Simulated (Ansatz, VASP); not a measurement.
This is a calculation of Si2Mo for Ansatz 0.2.0.

input.yaml

```yaml
crystal:
  lattice:
    - [4.5854715599, 0.0, 0.0]
    - [-2.29273578, 3.9711348592, 0.0]
    - [0.0, 0.0, 6.5797601]
  atoms:
    - { symbol: Mo, position: [0.5, 0.5, 0.8333333333] }
    - { symbol: Mo, position: [0.0, 0.5, 0.1666666667] }
    - { symbol: Mo, position: [0.5, 0.0, 0.5] }
    - { symbol: Si, position: [0.16387298, 0.32774596, 0.5] }
    - { symbol: Si, position: [0.67225404, 0.83612702, 0.1666666667] }
    - { symbol: Si, position: [0.83612702, 0.16387298, 0.8333333333] }
    - { symbol: Si, position: [0.83612702, 0.67225404, 0.5] }
    - { symbol: Si, position: [0.32774596, 0.16387298, 0.1666666667] }
    - { symbol: Si, position: [0.16387298, 0.83612702, 0.8333333333] }
hamiltonian:
  xc: pbe
  pseudopotentials: { kind: paw }
kpoints:
  mp_grid: { grid: [7, 7, 4] }
scf:
  occupations: { method: gaussian, width: 0.013 }
output:
  forces: true
  stress: true
  eigenvalues: true
```

Potentials or basis: Ansatz PAW.

Run with:

```sh
$ ansatz run input.yaml --threads 4 --pin off --max-ram 11264MiB --backend cpu --events-out ev --progress --plain --runs-dir out
```

**Question.** Translate it to VASP 6.6.1. Potentials there: VASP PAW PBE potentials, release 64 (Mo_sv, Si).

**Answer.** As run (the cutoff follows the program's own potentials):

The input INCAR:

```
SYSTEM = Si2Mo
ALGO = Normal
EDIFF = 1E-6
ENCUT = 520
GGA = PE
ISIF = 2
ISMEAR = 0
LASPH = .TRUE.
LCHARG = .FALSE.
LREAL = .FALSE.
LWAVE = .FALSE.
NBANDS = 43
NELM = 100
PREC = Accurate
SIGMA = 0.013000000000000001
```

KPOINTS

```
k-points
0
G
  7 7 4
  0 0 0
```

File POSCAR:

```
Si2Mo
1.0
    4.5854715599      0.0000000000      0.0000000000
   -2.2927357800      3.9711348592      0.0000000000
    0.0000000000      0.0000000000      6.5797601000
Mo Si
3 6
Direct
    0.5000000000      0.5000000000      0.8333333333
    0.0000000000      0.5000000000      0.1666666667
    0.5000000000      0.0000000000      0.5000000000
    0.1638729800      0.3277459600      0.5000000000
    0.6722540400      0.8361270200      0.1666666667
    0.8361270200      0.1638729800      0.8333333333
    0.8361270200      0.6722540400      0.5000000000
    0.3277459600      0.1638729800      0.1666666667
    0.1638729800      0.8361270200      0.8333333333
```

Potentials or basis: VASP PAW PBE potentials, release 64 (Mo_sv, Si).

Launch:

```console
$ cat potpaw_PBE.64/Mo_sv/POTCAR potpaw_PBE.64/Si/POTCAR > POTCAR
$ mpirun -np 1 vasp_std > vasp.out
```

Both were run:

|  | VASP | Ansatz | Ansatz less VASP |
| --- | --- | --- | --- |
| gap on the k mesh at the Fermi level (eV) | 0.27 | 0.27 | +0.003 |
| least direct gap on the mesh (eV) | 0.63 | 0.63 | +0.001 |
| pressure (GPa) | 3.7 | 3.5 | -0.16 |
| traceless stress, the component that is largest in VASP (GPa) | -0.13 | -0.11 | +0.014 |
| rms of the force components (eV/Å) | 0.003 | 0.005 | +0.0022 |

Atom by atom the forces differ by 0.002 eV/Å (rms over components).

Noted on Ansatz's run: odd divisions of the mesh miss points on the zone boundary, where band edges often lie, so the gap on the mesh can be too wide.
